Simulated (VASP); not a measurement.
# MnO in VASP: notebook

Runs on MnO. Level: LDA. Tasks: electric field gradients.

Program: VASP 6.6.1. These are calculated values, not measurements. Logs are shortened: lines on timing, memory, paths and dates and some standing lists are left out, and cuts for length are marked.

### 1 The cell of the first run

The structure is tetragonal, space group I4/mmm (No. 139). The conventional cell has a = 3.111 Å, b = 3.111 Å, c = 4.444 Å, α = 90.00°, β = 90.00°, γ = 90.00°. Within 2.9 Å of Mn (site symmetry 4/mmm) lie 6 O at 2.20 to 2.22 Å. O (site symmetry 4/mmm) has 6 Mn at 2.20 to 2.22 Å within 2.9 Å.

### 2 Electric field gradients, LDA, collinear spin, ferromagnetic start (equal xx and yy strain of -1 %)

File INCAR:

```
PREC = Accurate
ENCUT = 520
EDIFF = 1E-8
ISMEAR = -1
SIGMA = 0.05
LREAL = F
LASPH = T
NELM = 150
ALGO = Normal
ISIF = 2
LWAVE = F
LCHARG = F
ISPIN = 2
MAGMOM = 4 0
LORBIT = 11
LMAXMIX = 4
GGA = CA
LEFG = T
NBANDS = 20
```

File KPOINTS:

```
regular mesh
0
Gamma
  16 16 16
```

File POSCAR:

```
MnO
1.0
    0.0000000000      2.1997800000      2.2220000000
    2.1997800000      0.0000000000      2.2220000000
    2.1997800000      2.1997800000      0.0000000000
Mn O
1 1
Direct
    0.0000000000      0.0000000000      0.0000000000
    0.5000000000      0.5000000000      0.5000000000
```

Potentials or basis: VASP PAW LDA potentials, release 64 (Mn_pv, O).

Launch:

```bash
cat potpaw_LDA.64/Mn_pv/POTCAR potpaw_LDA.64/O/POTCAR > POTCAR
mpirun -np 1 vasp_std > vasp.out
```

OUTCAR:

```text
PREC = Accurate
   ENCUT = 520
   EDIFF = 1E-8
   ISMEAR = -1
   LREAL = F
   LASPH = T
   NELM = 150
   ISIF = 2
   ISPIN = 2
   LORBIT = 11
   GGA = CA

 ion  position               nearest neighbor table
   1  0.000  0.000  0.000-   2 2.20   2 2.20   2 2.20   2 2.20   2 2.22   2 2.22
   2  0.500  0.500  0.500-   1 2.20   1 2.20   1 2.20   1 2.20   1 2.22   1 2.22

  LATTYP: Found a body centered tetragonal cell.
 ALAT       =     3.1109587102
 C/A-ratio  =     1.4284985479

  Lattice vectors:

 A1 = (  -2.1997800000,   0.0000000000,   2.2220000000)
 A2 = (   2.1997800000,   0.0000000000,   2.2220000000)
 A3 = (   0.0000000000,   2.1997800000,  -2.2220000000)

Analysis of symmetry for initial positions (statically):
=====================================================================
 Subroutine PRICEL returns:
 Original cell was already a primitive cell.

 Routine SETGRP: Setting up the symmetry group for a
 body centered tetragonal supercell.

 Subroutine GETGRP returns: Found 16 space group operations
 (whereof 16 operations were pure point group operations)
 out of a pool of 16 trial point group operations.

The static configuration has the point symmetry D_4h.

Analysis of symmetry for dynamics (positions and initial velocities):
=====================================================================
 Subroutine PRICEL returns:
 Original cell was already a primitive cell.

 Routine SETGRP: Setting up the symmetry group for a
 body centered tetragonal supercell.

 Subroutine GETGRP returns: Found 16 space group operations
 (whereof 16 operations were pure point group operations)
 out of a pool of 16 trial point group operations.

The dynamic configuration has the point symmetry D_4h.

Analysis of structural, dynamic, and magnetic symmetry:
=====================================================================
 Subroutine PRICEL returns:
 Original cell was already a primitive cell.

 Routine SETGRP: Setting up the symmetry group for a
 body centered tetragonal supercell.

 Subroutine GETGRP returns: Found 16 space group operations
 (whereof 16 operations were pure point group operations)
 out of a pool of 16 trial point group operations.

The overall configuration has the point symmetry D_4h.

 Subroutine INISYM returns: Found 16 space group operations
 (whereof 16 operations are pure point group operations),
 and found     1 'primitive' translations

----------------------------------------------------------------------------------------

                                     Primitive cell

  volume of cell :      21.5047

  direct lattice vectors                    reciprocal lattice vectors
     0.000000000  2.199780000  2.222000000    -0.227295457  0.227295457  0.225022502
     2.199780000  0.000000000  2.222000000     0.227295457 -0.227295457  0.225022502
     2.199780000  2.199780000  0.000000000     0.227295457  0.227295457 -0.225022502

  length of vectors
     3.126710100  3.126710100  3.110958710     0.392379378  0.392379378  0.392379378

  position of ions in fractional coordinates (direct lattice)
     0.000000000  0.000000000  0.000000000
     0.500000000  0.500000000  0.500000000

  ion indices of the primitive-cell ions
   primitive index   ion index
                 1           1
                 2           2

----------------------------------------------------------------------------------------

 KPOINTS: regular mesh

Automatic generation of k-mesh.
 Grid dimensions read from file:
[... 59 lines left out ...]
   ISPIN  =      2    spin polarized calculation?
   LNONCOLLINEAR =      F non collinear calculations
   LSORBIT =      F    spin-orbit coupling
   LASPH  =      T    aspherical Exc in radial PAW
   ENCUT  =  520.0 eV  38.22 Ry    6.18 a.u.   5.81  5.81  5.78*2*pi/ulx,y,z
   NELM   =    150;   NELMIN=  2; NELMDL= -5     # of ELM steps
   EDIFF  = 0.1E-07   stopping-criterion for ELM
   LREAL  =      F    real-space projection
   EDIFFG = 0.1E-06   stopping-criterion for IOM
   NSW    =      0    number of steps for IOM
   IBRION =     -1    ionic relax: 0-MD 1-quasi-New 2-CG
   NFREE  =      0    steps in history (QN), initial steepest desc. (CG)
   ISIF   =      2    stress and relaxation
   ISYM   =      2    0-nonsym 1-usesym 2-fastsym
   POTIM  = 0.5000    time-step for ionic-motion
   TEBEG  =    0.0;   TEEND  =   0.0 temperature during run
   PSTRESS=    0.0 pullay stress
   NELECT =      19.0000    total number of electrons
   NUPDOWN=      -1.0000    fix difference up-down
   EMIN   =  10.00;   EMAX   =-10.00  energy-range for DOS
   EFERMI =   0.00;   METHOD = LEGACY
   ISMEAR =    -1;   SIGMA  =   0.05  broadening in eV -4-tet -1-fermi 0-gaus
   EFERMI_NEDOS =   21; number of points for ismear=-14 and -15
   IALGO  =     38    algorithm
   IMIX   =      4    mixing-type and parameters
     AMIX     =   0.40;   BMIX     =  1.00
     AMIX_MAG =   1.60;   BMIX_MAG =  1.00
  volume/ion in A,a.u.               =      10.75        72.56
  Fermi-wavevector in a.u.,A,eV,Ry     =   1.570900  2.968570 33.575458  2.467727
  Thomas-Fermi vector in A             =   2.672564
   LORBIT       =     11    0 simple, 1 ext, 2 COOP (PROOUT), +10 PAW based schemes
   GGA     = CA    functional components
   LHFCALC =     F    Hartree Fock is set to
   AEXX    =    0.0000 exact exchange contribution
   IVDW    =     0    specifies the selected vdW correction
   LEPSILON=     F    determine dielectric tensor
   LRPA    =     F    only Hartree local field effects (RPA)
 spin polarized calculation
  energy-cutoff  :      520.00
  volume of cell :       21.50
 maximum number of plane-waves:       596
   NGX = 11   NGY = 11   NGZ = 11

 number of electron      18.9999998 magnetization       4.4713571

 Free energy of the ion-electron system (eV)
  ---------------------------------------------------
  ext. energy  EPLUGINS =         0.00000000
  ---------------------------------------------------
  free energy    TOTEN  =       -17.63917292 eV

  energy without entropy =      -17.62911016  energy(sigma->0) =      -17.63414154

 E-fermi :   7.4581     XC(G=0): -12.5117

 val. band max:        7.4577053727   @ k =  -0.2500   0.2500   0.1250
 cond. band min:       7.4590145994   @ k =  -0.3750  -0.0000   0.2500
 fundamental gap:      0.0013092267
 Fermi energy:         7.4580721048

 spin component 1

 k-point     1 :       0.0000    0.0000    0.0000
  band No.  band energies     occupation
      1     -42.2491      1.00000
      2     -42.2491      1.00000
      3     -42.2444      1.00000
      4     -12.7635      1.00000
      5       3.5202      1.00000
      6       3.5202      1.00000
[... 541 lines left out ...]
     19      27.6158      0.00000
     20      28.7316      0.00000

 [... further k-points ...]

 spin component 2

 k-point     1 :       0.0000    0.0000    0.0000
  band No.  band energies     occupation
      1     -38.2146      1.00000
      2     -38.2146      1.00000
      3     -38.1958      1.00000
      4     -12.3240      1.00000
      5       3.9309      1.00000
      6       3.9309      1.00000
[... 541 lines left out ...]
     19      29.1535      0.00000
     20      30.3091      0.00000

 [... further k-points ...]

------------------------ aborting loop because EDIFF is reached ----------------------------------------

  FORCE on cell =-STRESS in cart. coord.  units (eV):
  Direction    XX          YY          ZZ          XY          YZ          ZX
  --------------------------------------------------------------------------------------
  -------------------------------------------------------------------------------------
  Total       -2.1269715     -2.1269715     -2.0691847      0.0000000     -0.0000000     -0.0000000
  in kB     -158.4673144   -158.4673144   -154.1619839      0.0000000     -0.0000000     -0.0000000
  external PRESSURE =    -157.0322043 kB  Pullay stress =       0.0000000 kB

 VOLUME and BASIS-vectors are now :
 -----------------------------------------------------------------------------
  energy-cutoff  :      520.00
  volume of cell :       21.50
      direct lattice vectors                 reciprocal lattice vectors
     0.000000000  2.199780000  2.222000000    -0.227295457  0.227295457  0.225022502
     2.199780000  0.000000000  2.222000000     0.227295457 -0.227295457  0.225022502
     2.199780000  2.199780000  0.000000000     0.227295457  0.227295457 -0.225022502

 POSITION                                       TOTAL-FORCE (eV/Angst)
 -----------------------------------------------------------------------------------
      0.00000      0.00000      0.00000        -0.000000      0.000000      0.000000
      2.19978      2.19978      2.22200         0.000000     -0.000000      0.000000
 -----------------------------------------------------------------------------------
    total drift:                                0.000000     -0.000000     -0.000000

  FREE ENERGIE OF THE ION-ELECTRON SYSTEM (eV)
  ---------------------------------------------------
  free  energy   TOTEN  =       -17.6391729155 eV

  energy  without entropy=      -17.6291101624  energy(sigma->0) =      -17.63414154

 Electric field gradients (V/A^2)
---------------------------------------------------------------------
 ion       V_xx      V_yy      V_zz      V_xy      V_xz      V_yz
---------------------------------------------------------------------
   1      -1.155    -1.155     2.309     0.004     0.003     0.003
   2       0.796     0.796    -1.592    -0.001    -0.000    -0.000
---------------------------------------------------------------------

 Electric field gradients after diagonalization (V/A^2)
 (convention: |V_zz| > |V_xx| > |V_yy|)
----------------------------------------------------------------------
 ion       V_xx      V_yy      V_zz     asymmetry (V_yy - V_xx)/ V_zz
----------------------------------------------------------------------
   1      -1.159    -1.150     2.310       0.004
   2       0.797     0.795    -1.592       0.001
----------------------------------------------------------------------

           NMR quadrupolar parameters

 Cq : quadrupolar parameter    Cq=e*Q*V_zz/h
 eta: asymmetry parameters     (V_yy - V_xx)/ V_zz
 Q  : nuclear electric quadrupole moment in mb (millibarn)
----------------------------------------------------------------------
 ion       Cq(MHz)       eta       Q (mb)
----------------------------------------------------------------------
   1       0.006       0.004       1.000
   2      -0.004       0.001       1.000
----------------------------------------------------------------------

 total charge

# of ion       s       p       d       tot
------------------------------------------
    1        0.210   6.183   5.009  11.402
    2        1.550   3.383   0.000   4.933
--------------------------------------------------
tot          1.760   9.566   5.009  16.335

 magnetization (x)

# of ion       s       p       d       tot
------------------------------------------
    1        0.029   0.020   4.021   4.069
    2        0.029   0.151   0.000   0.181
--------------------------------------------------
tot          0.058   0.171   4.021   4.250
```

Run time: 2.7 min. Hardware: 1 thread of Intel Xeon Platinum 8488C (Sapphire Rapids), shared host; peak memory 0.31 GiB.

What came out:

```
Free energy                                           : -17.6392 eV
Pressure                                              : -15.7 GPa
Net moment                                            : 4.47 μB per cell
Site moments                                          : Mn +4.07; O +0.18 μB
Largest electric field gradient by atom               : Mn +2.3; O -1.6 V/Å²
Valence electrons inside the program's atomic spheres : Mn 11.40; O 4.93
```

Stress tensor (GPa, compression positive):
```
-15.85   0.00   0.00
  0.00 -15.85   0.00
  0.00   0.00 -15.42
```

Levels at points of the mesh, in eV from the Fermi level:
Spin up:
| k point | band 9 | band 10 | band 11 | band 12 | band 13 | band 14 | band 15 | band 16 |
| --- | --- | --- | --- | --- | --- | --- | --- | --- |
| (0.00, 0.00, 0.00) | -2.98 | -2.98 | -2.50 | -2.47 | -0.27 | 14.08 | 16.48 | 16.48 |
| (0.50, 0.00, 0.00) | -2.04 | -1.64 | 0.36 | 0.45 | 3.57 | 7.91 | 11.86 | 12.08 |
| (0.50, 0.50, 0.00) | -2.04 | -1.74 | -1.74 | -1.64 | 5.20 | 7.83 | 10.68 | 13.89 |
| (0.50, 0.00, 0.50) | -2.03 | -1.76 | -1.73 | -1.62 | 5.21 | 7.94 | 10.55 | 13.71 |
Spin down:
| k point | band 5 | band 6 | band 7 | band 8 | band 9 | band 10 |
| --- | --- | --- | --- | --- | --- | --- |
| (0.00, 0.00, 0.00) | -3.53 | -3.53 | -3.49 | 0.23 | 0.30 | 0.30 |
| (0.50, 0.00, 0.00) | -7.68 | -5.13 | -5.10 | 1.54 | 1.54 | 1.55 |
| (0.50, 0.50, 0.00) | -6.65 | -4.50 | -4.50 | -1.31 | 1.53 | 1.83 |
| (0.50, 0.00, 0.50) | -6.63 | -4.55 | -4.49 | -1.31 | 1.56 | 1.83 |

Electric field gradients, principal values (V/Å²):
```tsv
atom	least	middle	greatest (by size)
1 Mn	-1.150	-1.159	2.310
2 O	0.795	0.797	-1.592
```

Caveat: the cell differs from its parent crystal (equal xx and yy strain of -1 %); the cell stands under tension; without QUAD_EFG the Cq values of the log hold for a quadrupole moment of 1 mb, not for the nuclei; a cell with one magnetic atom can't hold antiferromagnetic order, which such compounds often take; semilocal functionals often make such compounds metallic where correlation or magnetic order opens a gap, which also shifts bond lengths.

(Part 1 of 2 ends here.)
